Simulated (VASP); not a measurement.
# NiO (Fm-3m) in VASP: a series of runs

Runs on NiO. Level: r2SCAN. Tasks: single point.

All numbers are computed with VASP 6.6.1; they aren't measurements. Logs are shortened: lines on timing, memory, paths and dates and some standing lists are left out, and cuts for length are marked.

**1. The cell of the first run**

It takes space group Fm-3m (No. 225, cubic). The conventional cell has a = 4.178 Å, b = 4.178 Å, c = 4.178 Å, α = 90.00°, β = 90.00°, γ = 90.00°. Within 2.8 Å of Ni (site symmetry m-3m) lie 6 O at 2.09 Å. Within 2.8 Å of O (site symmetry m-3m) lie 6 Ni at 2.09 Å.

**2. Single point, r2SCAN**

POSCAR reads:

```
NiO
1.0
    0.0000000000      2.0891700000      2.0891700000
    2.0891700000      0.0000000000      2.0891700000
    2.0891700000      2.0891700000      0.0000000000
Ni O
1 1
Direct
    0.0000000000      0.0000000000      0.0000000000
    0.5000000000      0.5000000000      0.5000000000
```

INCAR.step1 reads:

```
  ALGO = Normal
  EDIFF = 1E-5
  ENCUT = 660
  GGA = PE
  GGA_COMPAT = False
  ISMEAR = -1
  LASPH = True
  LCHARG = False
  LREAL = False
  LWAVE = True
  NBANDS = 15
  NELM = 120
  PREC = Accurate
  SIGMA = 0.1
```

INCAR.step2 reads:

```
  ALGO = Normal
  EDIFF = 1E-6
  ENCUT = 660
  GGA_COMPAT = False
  ISIF = 2
  ISMEAR = -1
  ISTART = 1
  LASPH = True
  LCHARG = True
  LELF = True
  LMIXTAU = True
  LREAL = False
  LVHAR = True
  LWAVE = False
  METAGGA = R2SCAN
  NBANDS = 15
  NELM = 120
  PREC = Accurate
  SIGMA = 0.1
```

KPOINTS reads:

```
k-points
0
Gamma
  2 2 2
```

Potentials or basis: VASP PAW PBE potentials, release 64 (Ni, O).

Command:

```
> cat potpaw_PBE.64/Ni/POTCAR potpaw_PBE.64/O/POTCAR > POTCAR
> cp INCAR.step1 INCAR
> mpirun -np 1 vasp_std > vasp.out
> cp INCAR.step2 INCAR
> mpirun -np 1 vasp_std > vasp.out
```

OUTCAR:

```text
EDIFF = 1E-6
   ENCUT = 660
   ISIF = 2
   ISMEAR = -1
   ISTART = 1
   LASPH = True
   LREAL = False
   METAGGA = R2SCAN
   NELM = 120
   PREC = Accurate

 ion  position               nearest neighbor table
   1  0.000  0.000  0.000-   2 2.09   2 2.09   2 2.09   2 2.09   2 2.09   2 2.09
   2  0.500  0.500  0.500-   1 2.09   1 2.09   1 2.09   1 2.09   1 2.09   1 2.09

  LATTYP: Found a face centered cubic cell.
 ALAT       =     4.1783400000

  Lattice vectors:

 A1 = (   0.0000000000,   2.0891700000,   2.0891700000)
 A2 = (   2.0891700000,   0.0000000000,   2.0891700000)
 A3 = (   2.0891700000,   2.0891700000,   0.0000000000)

Analysis of symmetry for initial positions (statically):
=====================================================================
 Subroutine PRICEL returns:
 Original cell was already a primitive cell.

 Routine SETGRP: Setting up the symmetry group for a
 face centered cubic supercell.

 Subroutine GETGRP returns: Found 48 space group operations
 (whereof 48 operations were pure point group operations)
 out of a pool of 48 trial point group operations.

The static configuration has the point symmetry O_h .

Analysis of symmetry for dynamics (positions and initial velocities):
=====================================================================
 Subroutine PRICEL returns:
 Original cell was already a primitive cell.

 Routine SETGRP: Setting up the symmetry group for a
 face centered cubic supercell.

 Subroutine GETGRP returns: Found 48 space group operations
 (whereof 48 operations were pure point group operations)
 out of a pool of 48 trial point group operations.

The dynamic configuration has the point symmetry O_h .

 Subroutine INISYM returns: Found 48 space group operations
 (whereof 48 operations are pure point group operations),
 and found     1 'primitive' translations

----------------------------------------------------------------------------------------

                                     Primitive cell

  volume of cell :      18.2369

  direct lattice vectors                    reciprocal lattice vectors
     0.000000000  2.089170000  2.089170000    -0.239329494  0.239329494  0.239329494
     2.089170000  0.000000000  2.089170000     0.239329494 -0.239329494  0.239329494
     2.089170000  2.089170000  0.000000000     0.239329494  0.239329494 -0.239329494

  length of vectors
     2.954532548  2.954532548  2.954532548     0.414530844  0.414530844  0.414530844

  position of ions in fractional coordinates (direct lattice)
     0.000000000  0.000000000  0.000000000
     0.500000000  0.500000000  0.500000000

  ion indices of the primitive-cell ions
   primitive index   ion index
                 1           1
                 2           2

----------------------------------------------------------------------------------------

 KPOINTS: k-points

Automatic generation of k-mesh.
 Grid dimensions read from file:
 generate k-points for:    2    2    2

 Generating k-lattice:

  Cartesian coordinates                     Fractional coordinates (reciprocal lattice)
    -0.119664747  0.119664747  0.119664747     0.500000000  0.000000000  0.000000000
     0.119664747 -0.119664747  0.119664747     0.000000000  0.500000000  0.000000000
     0.119664747  0.119664747 -0.119664747     0.000000000  0.000000000  0.500000000

  Length of vectors
     0.207265422  0.207265422  0.207265422

  Shift w.r.t. Gamma in fractional coordinates (k-lattice)
     0.000000000  0.000000000  0.000000000

 Subroutine IBZKPT returns following result:
 ===========================================

 Found      3 irreducible k-points:

 Following reciprocal coordinates:
            Coordinates               Weight
  0.000000  0.000000  0.000000      1.000000
  0.500000  0.000000  0.000000      4.000000
  0.500000  0.500000  0.000000      3.000000
   k-points           NKPTS =      3   k-points in BZ     NKDIM =      3   number of bands    NBANDS=     15
   number of dos      NEDOS =    301   number of ions     NIONS =      2
   total plane-waves  NPLWV =  21952
   dimension x,y,z NGX =    28 NGY =   28 NGZ =   28
   dimension x,y,z NGXF=    56 NGYF=   56 NGZF=   56
   ions per type =               1   1
   NGX,Y,Z   is equivalent  to a cutoff of  15.76, 15.76, 15.76 a.u.
   NGXF,Y,Z  is equivalent  to a cutoff of  31.51, 31.51, 31.51 a.u.
 SYSTEM =  unknown system
   PREC   = accura    normal or accurate (medium, high low for compatibility)
   ISTART =      1    job   : 0-new  1-cont  2-samecut
   ICHARG =      0    charge: 1-file 2-atom 10-const
   ISPIN  =      1    spin polarized calculation?
   LNONCOLLINEAR =      F non collinear calculations
   LSORBIT =      F    spin-orbit coupling
   LASPH  =      T    aspherical Exc in radial PAW
   ENCUT  =  660.0 eV  48.51 Ry    6.96 a.u.   6.19  6.19  6.19*2*pi/ulx,y,z
   NELM   =    120;   NELMIN=  2; NELMDL=  0     # of ELM steps
   EDIFF  = 0.1E-05   stopping-criterion for ELM
   LREAL  =      F    real-space projection
   EDIFFG = 0.1E-04   stopping-criterion for IOM
   NSW    =      0    number of steps for IOM
   IBRION =     -1    ionic relax: 0-MD 1-quasi-New 2-CG
   NFREE  =      0    steps in history (QN), initial steepest desc. (CG)
   ISIF   =      2    stress and relaxation
   ISYM   =      2    0-nonsym 1-usesym 2-fastsym
   POTIM  = 0.5000    time-step for ionic-motion
   TEBEG  =    0.0;   TEEND  =   0.0 temperature during run
   PSTRESS=    0.0 pullay stress
   NELECT =      16.0000    total number of electrons
   NUPDOWN=      -1.0000    fix difference up-down
   EMIN   =  10.00;   EMAX   =-10.00  energy-range for DOS
   EFERMI =   0.00;   METHOD = LEGACY
   ISMEAR =    -1;   SIGMA  =   0.10  broadening in eV -4-tet -1-fermi 0-gaus
   EFERMI_NEDOS =   21; number of points for ismear=-14 and -15
   IALGO  =     38    algorithm
   IMIX   =      4    mixing-type and parameters
     AMIX     =   0.40;   BMIX     =  1.00
     AMIX_MAG =   1.60;   BMIX_MAG =  1.00
  volume/ion in A,a.u.               =       9.12        61.53
  Fermi-wavevector in a.u.,A,eV,Ry     =   1.567224  2.961624 33.418504  2.456191
  Thomas-Fermi vector in A             =   2.669435
   LORBIT       =      0    0 simple, 1 ext, 2 COOP (PROOUT), +10 PAW based schemes
   METAGGA = R2SCAN    functional components
   LHFCALC =     F    Hartree Fock is set to
   AEXX    =    0.0000 exact exchange contribution
   IVDW    =     0    specifies the selected vdW correction
   LEPSILON=     F    determine dielectric tensor
   LRPA    =     F    only Hartree local field effects (RPA)
 non-spin polarized calculation
  energy-cutoff  :      660.00
  volume of cell :       18.24
 maximum number of plane-waves:       725
 NGX is ok and might be reduce to    28
   NGX = 13   NGY = 13   NGZ = 13

 number of electron      15.9999997 magnetization

 Free energy of the ion-electron system (eV)
  ---------------------------------------------------
  ext. energy  EPLUGINS =         0.00000000
  ---------------------------------------------------
  free energy    TOTEN  =       -19.63399997 eV

  energy without entropy =      -19.63371422  energy(sigma->0) =      -19.63385710

 E-fermi :   8.4023     XC(G=0): -13.3507

 val. band max:        7.5412104342   @ k =   0.5000   0.5000   0.0000
 cond. band min:       9.3586620052   @ k =   0.5000   0.0000   0.0000
 fundamental gap:      1.8174515710
 Fermi energy:         8.4023175116

 k-point     1 :       0.0000    0.0000    0.0000
  band No.  band energies     occupation
      1     -13.9023      2.00000
      2       4.3497      2.00000
      3       4.3497      2.00000
      4       4.3497      2.00000
      5       5.9132      2.00000
      6       5.9132      2.00000
      7       5.9133      2.00000
      8       6.6190      2.00000
      9       6.6191      2.00000
     10       9.8427      0.00000
     11      26.2982      0.00000
     12      27.5114      0.00000
     13      27.5114      0.00000
     14      27.5114      0.00000
     15      31.4199      0.00000

 k-point     2 :       0.5000    0.0000    0.0000
  band No.  band energies     occupation
      1     -12.6144      2.00000
      2      -0.6627      2.00000
      3       2.1445      2.00000
      4       2.1445      2.00000
      5       6.7530      2.00000
      6       6.7530      2.00000
      7       7.0936      2.00000
      8       9.3587      0.00014
      9       9.3587      0.00014
     10      13.9624      0.00000
     11      18.5657      0.00000
     12      22.6875      0.00000
     13      22.6875      0.00000
     14      30.1149      0.00000
     15      34.7605      0.00000

 k-point     3 :       0.5000    0.5000    0.0000
  band No.  band energies     occupation
      1     -12.5497      2.00000
      2       0.5232      2.00000
      3       3.0680      2.00000
      4       3.0680      2.00000
      5       4.9649      2.00000
      6       6.9889      2.00000
      7       6.9889      2.00000
      8       7.0210      2.00000
      9       7.5412      1.99964
     10      14.7715      0.00000
     11      19.0817      0.00000
     12      20.7305      0.00000
     13      25.4741      0.00000
     14      25.4741      0.00000
     15      37.5689      0.00000

------------------------ aborting loop because EDIFF is reached ----------------------------------------

  FORCE on cell =-STRESS in cart. coord.  units (eV):
  Direction    XX          YY          ZZ          XY          YZ          ZX
  --------------------------------------------------------------------------------------
  -------------------------------------------------------------------------------------
  Total       -1.9660392     -1.9660392     -1.9660392     -0.0000000     -0.0000000      0.0000000
  in kB     -172.7234990   -172.7234990   -172.7234990     -0.0000000     -0.0000000      0.0000000
  external PRESSURE =    -172.7234990 kB  Pullay stress =       0.0000000 kB

 VOLUME and BASIS-vectors are now :
 -----------------------------------------------------------------------------
  energy-cutoff  :      660.00
  volume of cell :       18.24
      direct lattice vectors                 reciprocal lattice vectors
     0.000000000  2.089170000  2.089170000    -0.239329494  0.239329494  0.239329494
     2.089170000  0.000000000  2.089170000     0.239329494 -0.239329494  0.239329494
     2.089170000  2.089170000  0.000000000     0.239329494  0.239329494 -0.239329494

 POSITION                                       TOTAL-FORCE (eV/Angst)
 -----------------------------------------------------------------------------------
      0.00000      0.00000      0.00000        -0.000000      0.000000     -0.000000
      2.08917      2.08917      2.08917         0.000000     -0.000000      0.000000
 -----------------------------------------------------------------------------------
    total drift:                                0.000000      0.000000      0.000000

  FREE ENERGIE OF THE ION-ELECTRON SYSTEM (eV)
  ---------------------------------------------------
  free  energy   TOTEN  =       -19.6339999735 eV

  energy  without entropy=      -19.6337142213  energy(sigma->0) =      -19.63385710
```

Run time: 55 s. Hardware: 1 thread of Intel Xeon 8259CL, shared host; peak memory 0.16 GiB.

What came out:

```yaml
Free_energy: -19.6340 eV
Pressure: -17.3 GPa
Band_gap_on_the_k_mesh: zero (bands 8 and 9 overlap by 2.74 eV)
```

Caveat: the k points lie up to 1.30 Å⁻¹ apart, too coarse for converged energies and pressures of a metal; the PAW data sets were made with another functional, which shifts forces and pressure a little; the run has no spin polarisation, though such a crystal can be magnetic; semilocal functionals often make such compounds metallic where correlation or magnetic order opens a gap, which also shifts bond lengths. Spin polarisation is off, so any magnetic state and its effect on volume and gap are missing.

**3. Single point, r2SCAN, collinear spin, ferromagnetic start**

POSCAR is that of step 2.

INCAR.step1 reads:

```
  PREC = Accurate
  ENCUT = 660
  ISMEAR = -1
  SIGMA = 0.1
  LREAL = False
  LASPH = True
  NELM = 200
  ISPIN = 2
  MAGMOM = 2 0
  LMAXMIX = 4
  NBANDS = 19
  GGA = PE
  ALGO = Normal
  EDIFF = 1E-5
  LWAVE = True
  LCHARG = False
  GGA_COMPAT = False
```

INCAR.step2 reads:

```
  PREC = Accurate
  ENCUT = 660
  EDIFF = 1E-6
  ISMEAR = -1
  SIGMA = 0.1
  LREAL = False
  LASPH = True
  NELM = 200
  ALGO = Normal
  ISIF = 2
  LWAVE = False
  LCHARG = True
  ISPIN = 2
  MAGMOM = 2 0
  LORBIT = 11
  LMAXMIX = 4
  METAGGA = R2SCAN
  LMIXTAU = True
  LELF = True
  LVHAR = True
  NBANDS = 19
  ISTART = 1
  GGA_COMPAT = False
```

KPOINTS reads:

```
regular mesh
0
Gamma
  2 2 2
```

Potentials or basis: VASP PAW PBE potentials, release 64 (Ni, O).

Command:

```
> cat potpaw_PBE.64/Ni/POTCAR potpaw_PBE.64/O/POTCAR > POTCAR
> cp INCAR.step1 INCAR
> mpirun -np 1 vasp_std > vasp.out
> cp INCAR.step2 INCAR
> mpirun -np 1 vasp_std > vasp.out
```

Run time: 88 s. Hardware: 1 thread of Intel Xeon 8259CL, shared host; peak memory 0.18 GiB.

It converged, with:

```
Free energy                                           : -19.6340 eV
Pressure                                              : -17.3 GPa
Band gap on the k mesh                                : zero (filled and empty bands overlap)
Net moment                                            : 0.00 μB per cell
Valence electrons inside the program's atomic spheres : Ni 9.09; O 4.97
```

Levels at points of the mesh, in eV from the Fermi level:
Spin up:
```csv
k point,band 5,band 6,band 7,band 8,band 9,band 10,band 11,band 12,band 13,band 14
"(0.00, 0.00, 0.00)",-2.49,-2.49,-2.49,-1.78,-1.78,1.44,17.90,19.11,19.11,19.11
"(0.50, 0.00, 0.00)",-1.65,-1.65,-1.31,0.96,0.96,5.56,10.16,14.29,14.29,21.71
"(0.50, 0.50, 0.00)",-3.44,-1.41,-1.41,-1.38,-0.86,6.37,10.68,12.33,17.07,17.07
```
Spin down:
| k point | band 6 | band 7 | band 8 | band 9 | band 10 | band 11 | band 12 | band 13 |
| --- | --- | --- | --- | --- | --- | --- | --- | --- |
| (0.00, 0.00, 0.00) | -2.49 | -2.49 | -1.78 | -1.78 | 1.44 | 17.90 | 19.11 | 19.11 |
| (0.50, 0.00, 0.00) | -1.65 | -1.31 | 0.96 | 0.96 | 5.56 | 10.16 | 14.29 | 14.29 |
| (0.50, 0.50, 0.00) | -1.41 | -1.41 | -1.38 | -0.86 | 6.37 | 10.68 | 12.33 | 17.07 |

Caveat: the k points lie up to 1.30 Å⁻¹ apart, too coarse for converged energies and pressures of a metal; the PAW data sets were made with another functional, which shifts forces and pressure a little; semilocal functionals often make such compounds metallic where correlation or magnetic order opens a gap, which also shifts bond lengths.
